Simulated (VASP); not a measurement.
# BeS (Pnma) in VASP: a series of runs

Runs on BeS. Level: PBE. Tasks: single point, relaxation of cell and atoms.

Everything below comes from runs of VASP 6.6.1. Logs are shortened: lines on timing, memory, paths and dates and some standing lists are left out, and cuts for length are marked.

## 1. The cell of the first run

Symmetry: Pnma, No. 62, orthorhombic system. Conventional cell: a = 6.211 Å, b = 3.495 Å, c = 5.956 Å, α = 90.00°, β = 90.00°, γ = 90.00°. Within 2.8 Å of Be (site symmetry m) lie 4 S at 2.09 to 2.15 Å and 2 Be at 2.75 Å. S (site symmetry m) has 4 Be at 2.09 to 2.15 Å within 2.8 Å.

## 2. Single point, PBE

INCAR

```
  PREC = Accurate
  ENCUT = 520
  EDIFF = 1E-6
  ISMEAR = 0
  SIGMA = 0.01
  LREAL = F
  LASPH = T
  NELM = 100
  ALGO = Normal
  ISIF = 2
  LWAVE = F
  LCHARG = F
  GGA = PE
  NBANDS = 26
```

KPOINTS

```
Automatic mesh
0
Gamma
  4 6 4
```

POSCAR

```
BeS
1.0
    6.2110542408      0.0000000000      0.0000000000
    0.0000000000      3.4951618340      0.0000000000
    0.0000000000      0.0000000000      5.9563238308
Be S
4 4
Direct
    0.8529097032      0.7500000000      0.4098994878
    0.6470902968      0.2500000000      0.9098994878
    0.3529097032      0.7500000000      0.0901005122
    0.1470902968      0.2500000000      0.5901005122
    0.8003040509      0.2500000000      0.5980624318
    0.6996959491      0.7500000000      0.0980624318
    0.3003040509      0.2500000000      0.9019375682
    0.1996959491      0.7500000000      0.4019375682
```

Potentials or basis: VASP PAW PBE potentials, release 64 (Be, S).

Launch:

```console
cat potpaw_PBE.64/Be/POTCAR potpaw_PBE.64/S/POTCAR > POTCAR
mpirun -np 1 vasp_std > vasp.out
```

OUTCAR:

```text
PREC = Accurate
   ENCUT = 520
   EDIFF = 1E-6
   ISMEAR = 0
   LREAL = F
   LASPH = T
   NELM = 100
   ISIF = 2
   GGA = PE

 ion  position               nearest neighbor table
   1  0.853  0.750  0.410-   6 2.09   5 2.10   5 2.10   8 2.15
   2  0.647  0.250  0.910-   5 2.09   6 2.10   6 2.10   7 2.15
   3  0.353  0.750  0.090-   8 2.09   7 2.10   7 2.10   6 2.15
   4  0.147  0.250  0.590-   7 2.09   8 2.10   8 2.10   5 2.15
   5  0.800  0.250  0.598-   2 2.09   1 2.10   1 2.10   4 2.15
   6  0.700  0.750  0.098-   1 2.09   2 2.10   2 2.10   3 2.15
   7  0.300  0.250  0.902-   4 2.09   3 2.10   3 2.10   2 2.15
   8  0.200  0.750  0.402-   3 2.09   4 2.10   4 2.10   1 2.15

  LATTYP: Found a simple orthorhombic cell.
 ALAT       =     3.4951618340
 B/A-ratio  =     1.7041625291
 C/A-ratio  =     1.7770433919

  Lattice vectors:

 A1 = (   0.0000000000,   3.4951618340,   0.0000000000)
 A2 = (   0.0000000000,   0.0000000000,   5.9563238308)
 A3 = (   6.2110542408,   0.0000000000,   0.0000000000)

Analysis of symmetry for initial positions (statically):
=====================================================================
 Subroutine PRICEL returns:
 Original cell was already a primitive cell.

 Routine SETGRP: Setting up the symmetry group for a
 simple orthorhombic supercell.

 Subroutine GETGRP returns: Found  8 space group operations
 (whereof  2 operations were pure point group operations)
 out of a pool of  8 trial point group operations.

The static configuration has the point symmetry S_2 .
 The point group associated with its full space group is D_2h.

Analysis of symmetry for dynamics (positions and initial velocities):
=====================================================================
 Subroutine PRICEL returns:
 Original cell was already a primitive cell.

 Routine SETGRP: Setting up the symmetry group for a
 simple orthorhombic supercell.

 Subroutine GETGRP returns: Found  8 space group operations
 (whereof  2 operations were pure point group operations)
 out of a pool of  8 trial point group operations.

The dynamic configuration has the point symmetry S_2 .
 The point group associated with its full space group is D_2h.

 Subroutine INISYM returns: Found  8 space group operations
 (whereof  2 operations are pure point group operations),
 and found     1 'primitive' translations

----------------------------------------------------------------------------------------

                                     Primitive cell

  volume of cell :     129.3037

  direct lattice vectors                    reciprocal lattice vectors
     6.211054241  0.000000000  0.000000000     0.161003263  0.000000000  0.000000000
     0.000000000  3.495161834  0.000000000     0.000000000  0.286109785  0.000000000
     0.000000000  0.000000000  5.956323831     0.000000000  0.000000000  0.167888790

  length of vectors
     6.211054241  3.495161834  5.956323831     0.161003263  0.286109785  0.167888790

  position of ions in fractional coordinates (direct lattice)
     0.852909703  0.750000000  0.409899488
     0.647090297  0.250000000  0.909899488
     0.352909703  0.750000000  0.090100512
     0.147090297  0.250000000  0.590100512
     0.800304051  0.250000000  0.598062432
     0.699695949  0.750000000  0.098062432
     0.300304051  0.250000000  0.901937568
     0.199695949  0.750000000  0.401937568

  ion indices of the primitive-cell ions
   primitive index   ion index
                 1           1
                 2           2
                 3           3
                 4           4
                 5           5
                 6           6
                 7           7
                 8           8

----------------------------------------------------------------------------------------

 KPOINTS: Automatic mesh

Automatic generation of k-mesh.
 Grid dimensions read from file:
 generate k-points for:    4    6    4

 Generating k-lattice:

  Cartesian coordinates                     Fractional coordinates (reciprocal lattice)
     0.040250816  0.000000000  0.000000000     0.250000000  0.000000000  0.000000000
     0.000000000  0.047684964  0.000000000     0.000000000  0.166666667  0.000000000
     0.000000000  0.000000000  0.041972197     0.000000000  0.000000000  0.250000000

  Length of vectors
     0.040250816  0.047684964  0.041972197

  Shift w.r.t. Gamma in fractional coordinates (k-lattice)
     0.000000000  0.000000000  0.000000000

 Subroutine IBZKPT returns following result:
 ===========================================

 Found     36 irreducible k-points:

 Following reciprocal coordinates:
            Coordinates               Weight
  0.000000  0.000000  0.000000      1.000000
  0.250000  0.000000  0.000000      2.000000
  0.500000  0.000000  0.000000      1.000000
  0.000000  0.166667  0.000000      2.000000
  0.250000  0.166667  0.000000      4.000000
  0.500000  0.166667  0.000000      2.000000
[... 16 lines left out ...]
  0.250000  0.500000  0.250000      4.000000
  0.500000  0.500000  0.250000      2.000000
 [... further k-points ...]
   k-points           NKPTS =     36   k-points in BZ     NKDIM =     36   number of bands    NBANDS=     26
   number of dos      NEDOS =    301   number of ions     NIONS =      8
   total plane-waves  NPLWV =  64512
   dimension x,y,z NGX =    48 NGY =   28 NGZ =   48
   dimension x,y,z NGXF=    96 NGYF=   56 NGZF=   96
   ions per type =               4   4
   NGX,Y,Z   is equivalent  to a cutoff of  12.85, 13.32, 13.40 a.u.
   NGXF,Y,Z  is equivalent  to a cutoff of  25.70, 26.64, 26.79 a.u.
 SYSTEM =  unknown system
   PREC   = accura    normal or accurate (medium, high low for compatibility)
   ISTART =      0    job   : 0-new  1-cont  2-samecut
   ICHARG =      2    charge: 1-file 2-atom 10-const
   ISPIN  =      1    spin polarized calculation?
   LNONCOLLINEAR =      F non collinear calculations
   LSORBIT =      F    spin-orbit coupling
   LASPH  =      T    aspherical Exc in radial PAW
   ENCUT  =  520.0 eV  38.22 Ry    6.18 a.u.  11.55  6.50 11.07*2*pi/ulx,y,z
   NELM   =    100;   NELMIN=  2; NELMDL= -5     # of ELM steps
   EDIFF  = 0.1E-05   stopping-criterion for ELM
   LREAL  =      F    real-space projection
   EDIFFG = 0.1E-04   stopping-criterion for IOM
   NSW    =      0    number of steps for IOM
   IBRION =     -1    ionic relax: 0-MD 1-quasi-New 2-CG
   NFREE  =      0    steps in history (QN), initial steepest desc. (CG)
   ISIF   =      2    stress and relaxation
   ISYM   =      2    0-nonsym 1-usesym 2-fastsym
   POTIM  = 0.5000    time-step for ionic-motion
   TEBEG  =    0.0;   TEEND  =   0.0 temperature during run
   PSTRESS=    0.0 pullay stress
   NELECT =      32.0000    total number of electrons
   NUPDOWN=      -1.0000    fix difference up-down
   EMIN   =  10.00;   EMAX   =-10.00  energy-range for DOS
   EFERMI =   0.00;   METHOD = LEGACY
   ISMEAR =     0;   SIGMA  =   0.01  broadening in eV -4-tet -1-fermi 0-gaus
   EFERMI_NEDOS =   21; number of points for ismear=-14 and -15
   IALGO  =     38    algorithm
   IMIX   =      4    mixing-type and parameters
     AMIX     =   0.40;   BMIX     =  1.00
     AMIX_MAG =   1.60;   BMIX_MAG =  1.00
  volume/ion in A,a.u.               =      16.16       109.07
  Fermi-wavevector in a.u.,A,eV,Ry     =   1.027830  1.942317 14.373657  1.056434
  Thomas-Fermi vector in A             =   2.161795
   LORBIT       =      0    0 simple, 1 ext, 2 COOP (PROOUT), +10 PAW based schemes
   GGA     = PE    functional components
   LHFCALC =     F    Hartree Fock is set to
   AEXX    =    0.0000 exact exchange contribution
   IVDW    =     0    specifies the selected vdW correction
   LEPSILON=     F    determine dielectric tensor
   LRPA    =     F    only Hartree local field effects (RPA)
 non-spin polarized calculation
 Gauss-broadening in eV      SIGMA  =   0.01
  energy-cutoff  :      520.00
  volume of cell :      129.30
 maximum number of plane-waves:      3501
 NGX is ok and might be reduce to    48
   NGX = 23   NGY = 13   NGZ = 23

 number of electron      31.9999998 magnetization

 Free energy of the ion-electron system (eV)
  ---------------------------------------------------
  ext. energy  EPLUGINS =         0.00000000
  ---------------------------------------------------
  free energy    TOTEN  =       -39.27249031 eV

  energy without entropy =      -39.27249031  energy(sigma->0) =      -39.27249031

 E-fermi :   2.9662     XC(G=0):  -9.0205

 val. band max:        2.8546866149   @ k =   0.0000   0.0000   0.0000
 cond. band min:       6.9506437403   @ k =   0.5000   0.0000   0.0000
 fundamental gap:      4.0959571254
 Fermi energy:         2.9661821445

 k-point     1 :       0.0000    0.0000    0.0000
  band No.  band energies     occupation
      1     -10.4646      2.00000
      2      -9.3210      2.00000
      3      -9.0313      2.00000
      4      -8.4740      2.00000
      5      -2.3564      2.00000
      6      -1.8220      2.00000
[... 18 lines left out ...]
     25       9.5750      0.00000
     26      10.6640      0.00000

 k-point     2 :       0.2500    0.0000    0.0000
  band No.  band energies     occupation
      1     -10.3512      2.00000
      2      -9.6221      2.00000
      3      -8.8304      2.00000
      4      -8.5124      2.00000
      5      -2.3013      2.00000
      6      -2.1142      2.00000
[... 18 lines left out ...]
     25       9.3168      0.00000
     26       9.5887      0.00000

 k-point     3 :       0.5000    0.0000    0.0000
  band No.  band energies     occupation
      1     -10.0397      2.00000
      2     -10.0397      2.00000
      3      -8.6306      2.00000
      4      -8.6306      2.00000
      5      -2.2964      2.00000
      6      -2.2964      2.00000
[... 572 lines left out ...]
 k-point    23 :       0.2500    0.5000    0.2500
  band No.  band energies     occupation
      1      -8.9957      2.00000
      2      -8.9957      2.00000
      3      -8.7025      2.00000
      4      -8.7025      2.00000
      5      -2.2544      2.00000
      6      -2.2544      2.00000
[... 18 lines left out ...]
     25      10.6355      0.00000
     26      10.6355      0.00000

 k-point    24 :       0.5000    0.5000    0.2500
  band No.  band energies     occupation
      1      -8.8524      2.00000
      2      -8.8524      2.00000
      3      -8.8524      2.00000
      4      -8.8524      2.00000
      5      -2.0579      2.00000
      6      -2.0579      2.00000
[... 18 lines left out ...]
     25      11.0877      0.00000
     26      11.0877      0.00000

 [... further k-points ...]
[... 5 lines left out ...]
  --------------------------------------------------------------------------------------
  -------------------------------------------------------------------------------------
  Total       -0.0041888      0.0032521      0.0007632      0.0000000      0.0000000      0.0000000
  in kB       -0.0519024      0.0402964      0.0094569      0.0000000      0.0000000      0.0000000
  external PRESSURE =      -0.0007164 kB  Pullay stress =       0.0000000 kB

 VOLUME and BASIS-vectors are now :
 -----------------------------------------------------------------------------
  energy-cutoff  :      520.00
  volume of cell :      129.30
      direct lattice vectors                 reciprocal lattice vectors
     6.211054241  0.000000000  0.000000000     0.161003263  0.000000000  0.000000000
     0.000000000  3.495161834  0.000000000     0.000000000  0.286109785  0.000000000
     0.000000000  0.000000000  5.956323831     0.000000000  0.000000000  0.167888790

 POSITION                                       TOTAL-FORCE (eV/Angst)
 -----------------------------------------------------------------------------------
      5.29747      2.62137      2.44149         0.006435      0.000000      0.002749
      4.01911      0.87379      5.41966        -0.006435      0.000000      0.002749
      2.19194      2.62137      0.53667         0.006435      0.000000     -0.002749
      0.91359      0.87379      3.51483        -0.006435      0.000000     -0.002749
      4.97073      0.87379      3.56225        -0.008697      0.000000      0.003243
      4.34585      2.62137      0.58409         0.008697      0.000000      0.003243
      1.86520      0.87379      5.37223        -0.008697     -0.000000     -0.003243
      1.24032      2.62137      2.39407         0.008697      0.000000     -0.003243
 -----------------------------------------------------------------------------------
    total drift:                                0.000000     -0.000000      0.000000

  FREE ENERGIE OF THE ION-ELECTRON SYSTEM (eV)
  ---------------------------------------------------
  free  energy   TOTEN  =       -39.2724903116 eV

  energy  without entropy=      -39.2724903116  energy(sigma->0) =      -39.27249031
```

Wall time 47 s (1 thread of AMD EPYC 9R45 (Zen 5), shared host); peak memory 0.24 GiB.

Results:

| Property | Result |
| --- | --- |
| Free energy | -39.2725 eV |
| Pressure | 0.0 GPa |
| Largest force | 0.009 eV/Å |
| Band gap on the k mesh | 4.10 eV (least direct gap 4.22 eV) |

Forces in eV/Å, atoms in the order of the input:
```
Be   0.006  0.000  0.003
Be  -0.006  0.000  0.003
Be   0.006  0.000 -0.003
Be  -0.006  0.000 -0.003
S   -0.009  0.000  0.003
S    0.009  0.000  0.003
S   -0.009  0.000 -0.003
S    0.009  0.000 -0.003
```

A k mesh can miss the band edges.

[end of part 1 of 2]
